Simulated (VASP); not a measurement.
# TiTe2 (P-3m1) in VASP: single point with PBE

Aim: the single point of TiTe2 with PBE.

All numbers are computed with VASP 6.6.1; they aren't measurements. Logs are shortened: lines on timing, memory, paths and dates and some standing lists are left out, and cuts for length are marked.

### 1 The cell of the first run

Symmetry: P-3m1, No. 164, trigonal system. The conventional cell has a = 3.763 Å, b = 3.763 Å, c = 6.994 Å, α = 90.00°, β = 90.00°, γ = 120.00°. Ti (site symmetry -3m) has 6 Te at 2.78 Å and 6 Ti at 3.76 Å within 3.8 Å. Within 3.8 Å of Te (site symmetry 3m) lie 3 Ti at 2.78 Å and 6 Te at 3.76 Å.

### 2 Single point, PBE

INCAR reads:

```
SYSTEM = TiTe2
PREC     = Accurate       ! precision mode
ENCUT    = 520            ! plane-wave cutoff, eV
EDIFF    = 1E-6           ! SCF threshold, eV
ISMEAR   = 0              ! smearing method
SIGMA    = 0.1            ! smearing width, eV
LREAL    = .FALSE.        ! projectors in reciprocal space
LASPH    = .TRUE.         ! aspherical terms in the spheres
NELM     = 80             ! most SCF steps
ALGO     = Normal         ! electronic algorithm
ISIF     = 2              ! what is computed and relaxed
LWAVE    = .FALSE.        ! write WAVECAR
LCHARG   = .FALSE.        ! write CHGCAR
GGA      = PE             ! functional
NBANDS   = 19             ! bands
```

KPOINTS reads:

```
regular mesh
0
G
  15 15 8
  0 0 0
```

POSCAR reads:

```
TiTe2
1.0
    3.7627698342      0.0000000000      0.0000000000
   -1.8813849171      3.2586542650      0.0000000000
    0.0000000000      0.0000000000      6.9939600183
Ti Te
1 2
Direct
    0.0000000000      0.0000000000      0.0000000000
    0.6666666667      0.3333333333      0.2481179208
    0.3333333333      0.6666666667      0.7518820792
```

Potentials or basis: VASP PAW PBE potentials, release 64 (Ti_sv, Te).

The run is started by

```sh
$ cat potpaw_PBE.64/Ti_sv/POTCAR potpaw_PBE.64/Te/POTCAR > POTCAR
$ mpirun -np 1 vasp_std > vasp.out
```

OUTCAR:

```text
SYSTEM = TiTe2
   PREC = Accurate
   ENCUT = 520
   EDIFF = 1E-6
   ISMEAR = 0
   LREAL = .FALSE.
   LASPH = .TRUE.
   NELM = 80
   ISIF = 2
   GGA = PE

 ion  position               nearest neighbor table
   1  0.000  0.000  0.000-   2 2.78   3 2.78   3 2.78   2 2.78   2 2.78   3 2.78
   2  0.667  0.333  0.248-   1 2.78   1 2.78   1 2.78
   3  0.333  0.667  0.752-   1 2.78   1 2.78   1 2.78

  LATTYP: Found a hexagonal cell.
 ALAT       =     3.7627698342
 C/A-ratio  =     1.8587265037

  Lattice vectors:

 A1 = (   3.7627698342,   0.0000000000,   0.0000000000)
 A2 = (  -1.8813849171,   3.2586542650,   0.0000000000)
 A3 = (   0.0000000000,   0.0000000000,   6.9939600183)

Analysis of symmetry for initial positions (statically):
=====================================================================
 Subroutine PRICEL returns:
 Original cell was already a primitive cell.

 Routine SETGRP: Setting up the symmetry group for a
 hexagonal supercell.

 Subroutine GETGRP returns: Found 12 space group operations
 (whereof 12 operations were pure point group operations)
 out of a pool of 24 trial point group operations.

The static configuration has the point symmetry D_3d.

Analysis of symmetry for dynamics (positions and initial velocities):
=====================================================================
 Subroutine PRICEL returns:
 Original cell was already a primitive cell.

 Routine SETGRP: Setting up the symmetry group for a
 hexagonal supercell.

 Subroutine GETGRP returns: Found 12 space group operations
 (whereof 12 operations were pure point group operations)
 out of a pool of 24 trial point group operations.

The dynamic configuration has the point symmetry D_3d.

 Subroutine INISYM returns: Found 12 space group operations
 (whereof 12 operations are pure point group operations),
 and found     1 'primitive' translations

----------------------------------------------------------------------------------------

                                     Primitive cell

  volume of cell :      85.7569

  direct lattice vectors                    reciprocal lattice vectors
     3.762769834  0.000000000  0.000000000     0.265761671  0.153437572  0.000000000
    -1.881384917  3.258654265  0.000000000     0.000000000  0.306875145  0.000000000
     0.000000000  0.000000000  6.993960018     0.000000000  0.000000000  0.142980514

  length of vectors
     3.762769834  3.762769834  6.993960018     0.306875145  0.306875145  0.142980514

  position of ions in fractional coordinates (direct lattice)
     0.000000000  0.000000000  0.000000000
     0.666666667  0.333333333  0.248117921
     0.333333333  0.666666667  0.751882079

  ion indices of the primitive-cell ions
   primitive index   ion index
                 1           1
                 2           2
                 3           3

----------------------------------------------------------------------------------------

 KPOINTS: regular mesh

Automatic generation of k-mesh.
 Grid dimensions read from file:
 generate k-points for:   15   15    8

 Generating k-lattice:

  Cartesian coordinates                     Fractional coordinates (reciprocal lattice)
     0.017717445  0.010229171  0.000000000     0.066666667  0.000000000  0.000000000
     0.000000000  0.020458343  0.000000000     0.000000000  0.066666667  0.000000000
     0.000000000  0.000000000  0.017872564     0.000000000  0.000000000  0.125000000

  Length of vectors
     0.020458343  0.020458343  0.017872564

  Shift w.r.t. Gamma in fractional coordinates (k-lattice)
     0.000000000  0.000000000  0.000000000

 Subroutine IBZKPT returns following result:
 ===========================================

 Found    192 irreducible k-points:

 Following reciprocal coordinates:
            Coordinates               Weight
  0.000000  0.000000  0.000000      1.000000
  0.066667  0.000000  0.000000      6.000000
  0.133333  0.000000  0.000000      6.000000
  0.200000  0.000000  0.000000      6.000000
  0.266667  0.000000  0.000000      6.000000
  0.333333  0.000000  0.000000      6.000000
[... 16 lines left out ...]
  0.333333  0.200000  0.000000     12.000000
  0.400000  0.200000  0.000000      6.000000
 [... further k-points ...]
   k-points           NKPTS =    192   k-points in BZ     NKDIM =    192   number of bands    NBANDS=     19
   number of dos      NEDOS =    301   number of ions     NIONS =      3
   total plane-waves  NPLWV =  42336
   dimension x,y,z NGX =    28 NGY =   28 NGZ =   54
   dimension x,y,z NGXF=    56 NGYF=   56 NGZF=  108
   ions per type =               1   2
   NGX,Y,Z   is equivalent  to a cutoff of  12.37, 12.37, 12.84 a.u.
   NGXF,Y,Z  is equivalent  to a cutoff of  24.74, 24.74, 25.67 a.u.
 SYSTEM =  TiTe2
   PREC   = accura    normal or accurate (medium, high low for compatibility)
   ISTART =      0    job   : 0-new  1-cont  2-samecut
   ICHARG =      2    charge: 1-file 2-atom 10-const
   ISPIN  =      1    spin polarized calculation?
   LNONCOLLINEAR =      F non collinear calculations
   LSORBIT =      F    spin-orbit coupling
   LASPH  =      T    aspherical Exc in radial PAW
   ENCUT  =  520.0 eV  38.22 Ry    6.18 a.u.   7.00  7.00 13.00*2*pi/ulx,y,z
   NELM   =     80;   NELMIN=  2; NELMDL= -5     # of ELM steps
   EDIFF  = 0.1E-05   stopping-criterion for ELM
   LREAL  =      F    real-space projection
   EDIFFG = 0.1E-04   stopping-criterion for IOM
   NSW    =      0    number of steps for IOM
   IBRION =     -1    ionic relax: 0-MD 1-quasi-New 2-CG
   NFREE  =      0    steps in history (QN), initial steepest desc. (CG)
   ISIF   =      2    stress and relaxation
   ISYM   =      2    0-nonsym 1-usesym 2-fastsym
   POTIM  = 0.5000    time-step for ionic-motion
   TEBEG  =    0.0;   TEEND  =   0.0 temperature during run
   PSTRESS=    0.0 pullay stress
   NELECT =      24.0000    total number of electrons
   NUPDOWN=      -1.0000    fix difference up-down
   EMIN   =  10.00;   EMAX   =-10.00  energy-range for DOS
   EFERMI =   0.00;   METHOD = LEGACY
   ISMEAR =     0;   SIGMA  =   0.10  broadening in eV -4-tet -1-fermi 0-gaus
   EFERMI_NEDOS =   21; number of points for ismear=-14 and -15
   IALGO  =     38    algorithm
   IMIX   =      4    mixing-type and parameters
     AMIX     =   0.40;   BMIX     =  1.00
     AMIX_MAG =   1.60;   BMIX_MAG =  1.00
  volume/ion in A,a.u.               =      28.59       192.91
  Fermi-wavevector in a.u.,A,eV,Ry     =   1.070834  2.023583 15.601607  1.146686
  Thomas-Fermi vector in A             =   2.206556
   LORBIT       =      0    0 simple, 1 ext, 2 COOP (PROOUT), +10 PAW based schemes
   GGA     = PE    functional components
   LHFCALC =     F    Hartree Fock is set to
   AEXX    =    0.0000 exact exchange contribution
   IVDW    =     0    specifies the selected vdW correction
   LEPSILON=     F    determine dielectric tensor
   LRPA    =     F    only Hartree local field effects (RPA)
 non-spin polarized calculation
 Gauss-broadening in eV      SIGMA  =   0.10
  energy-cutoff  :      520.00
  volume of cell :       85.76
 maximum number of plane-waves:      2332
   NGX = 13   NGY = 13   NGZ = 27

 number of electron      23.9999997 magnetization

 Free energy of the ion-electron system (eV)
  ---------------------------------------------------
  ext. energy  EPLUGINS =         0.00000000
  ---------------------------------------------------
  free energy    TOTEN  =       -16.22185466 eV

  energy without entropy =      -16.21458799  energy(sigma->0) =      -16.21822132

 E-fermi :   6.0521     XC(G=0):  -9.4809

 val. band max:        6.0451634486   @ k =   0.4000   0.0000   0.0000
 cond. band min:       6.0525222463   @ k =   0.0000   0.4000   0.2500
 fundamental gap:      0.0073587977
 Fermi energy:         6.0520594357

 k-point     1 :       0.0000    0.0000    0.0000
  band No.  band energies     occupation
      1     -51.4728      2.00000
      2     -27.7233      2.00000
      3     -27.7233      2.00000
      4     -27.6865      2.00000
      5      -6.1271      2.00000
      6      -5.0033      2.00000
[... 11 lines left out ...]
     18      11.4496      0.00000
     19      11.4609      0.00000

 k-point     2 :       0.0667    0.0000    0.0000
  band No.  band energies     occupation
      1     -51.4727      2.00000
      2     -27.7251      2.00000
      3     -27.7237      2.00000
      4     -27.6861      2.00000
      5      -6.0780      2.00000
      6      -4.9738      2.00000
[... 11 lines left out ...]
     18      11.6873      0.00000
     19      11.8278      0.00000

 k-point     3 :       0.1333    0.0000    0.0000
  band No.  band energies     occupation
      1     -51.4723      2.00000
      2     -27.7303      2.00000
      3     -27.7249      2.00000
      4     -27.6849      2.00000
      5      -5.9335      2.00000
      6      -4.8886      2.00000
[... 11 lines left out ...]
     18      12.1235      0.00000
     19      12.3489      0.00000

 k-point     4 :       0.2000    0.0000    0.0000
  band No.  band energies     occupation
      1     -51.4718      2.00000
      2     -27.7379      2.00000
      3     -27.7267      2.00000
      4     -27.6832      2.00000
      5      -5.7027      2.00000
      6      -4.7576      2.00000
[... 11 lines left out ...]
     18      12.2136      0.00000
     19      12.4117      0.00000

 k-point     5 :       0.2667    0.0000    0.0000
  band No.  band energies     occupation
      1     -51.4711      2.00000
      2     -27.7466      2.00000
      3     -27.7287      2.00000
      4     -27.6812      2.00000
      5      -5.4034      2.00000
      6      -4.6000      2.00000
[... 11 lines left out ...]
     18      11.7722      0.00000
     19      12.2946      0.00000
[... 334 lines left out ...]
      2     -27.7531      2.00000
      3     -27.7350      2.00000
      4     -27.6788      2.00000
      5      -4.9923      2.00000
      6      -4.4016      2.00000
[... 11 lines left out ...]
     18      11.6213      0.00000
     19      12.8368      0.00000

 k-point    22 :       0.2667    0.2000    0.0000
  band No.  band energies     occupation
      1     -51.4699      2.00000
      2     -27.7570      2.00000
      3     -27.7386      2.00000
      4     -27.6774      2.00000
      5      -4.6950      2.00000
      6      -4.2867      2.00000
[... 11 lines left out ...]
     18      11.0488      0.00000
     19      12.9244      0.00000

 k-point    23 :       0.3333    0.2000    0.0000
  band No.  band energies     occupation
      1     -51.4696      2.00000
      2     -27.7595      2.00000
      3     -27.7412      2.00000
      4     -27.6764      2.00000
      5      -4.4438      2.00000
      6      -4.2294      2.00000
[... 11 lines left out ...]
     18      10.7398      0.00000
     19      13.0818      0.00000

 k-point    24 :       0.4000    0.2000    0.0000
  band No.  band energies     occupation
      1     -51.4695      2.00000
      2     -27.7603      2.00000
      3     -27.7422      2.00000
      4     -27.6761      2.00000
      5      -4.3132      2.00000
      6      -4.2440      2.00000
[... 11 lines left out ...]
     18      10.6509      0.00000
     19      13.0996      0.00000

 [... further k-points ...]
[... 5 lines left out ...]
  --------------------------------------------------------------------------------------
  -------------------------------------------------------------------------------------
  Total       -0.0014241     -0.0014241      0.0038258      0.0000000     -0.0000000     -0.0000000
  in kB       -0.0266063     -0.0266063      0.0714757      0.0000000     -0.0000000     -0.0000000
  external PRESSURE =       0.0060877 kB  Pullay stress =       0.0000000 kB

 VOLUME and BASIS-vectors are now :
 -----------------------------------------------------------------------------
  energy-cutoff  :      520.00
  volume of cell :       85.76
      direct lattice vectors                 reciprocal lattice vectors
     3.762769834  0.000000000  0.000000000     0.265761671  0.153437572  0.000000000
    -1.881384917  3.258654265  0.000000000     0.000000000  0.306875145  0.000000000
     0.000000000  0.000000000  6.993960018     0.000000000  0.000000000  0.142980514

 POSITION                                       TOTAL-FORCE (eV/Angst)
 -----------------------------------------------------------------------------------
      0.00000      0.00000      0.00000         0.000000      0.000000      0.000000
      1.88138      1.08622      1.73533        -0.000000      0.000000      0.009590
     -0.00000      2.17244      5.25863         0.000000      0.000000     -0.009590
 -----------------------------------------------------------------------------------
    total drift:                                0.000000     -0.000000     -0.000000

  FREE ENERGIE OF THE ION-ELECTRON SYSTEM (eV)
  ---------------------------------------------------
  free  energy   TOTEN  =       -16.2218546576 eV

  energy  without entropy=      -16.2145879872  energy(sigma->0) =      -16.21822132
```

Run time: 6.1 min. Hardware: 1 thread of Oxide Virtual Turin-like, shared host; peak memory 0.39 GiB.

What came out:

| Quantity | Value |
| --- | --- |
| Free energy | -16.2219 eV |
| Pressure | 0.0 GPa |
| Largest force | 0.010 eV/Å |
| Band gap on the k mesh | zero (bands 12 and 13 overlap by 0.65 eV) |

Forces in eV/Å, atoms in the order of the input:
```
Ti   0.000  0.000  0.000
Te   0.000  0.000  0.010
Te   0.000  0.000 -0.010
```

Caveat: spin-orbit coupling is left out, which moves the levels of the heavy elements; this functional lacks dispersion, which binds the layers, so the pressure and a relaxed spacing across them are unreliable.
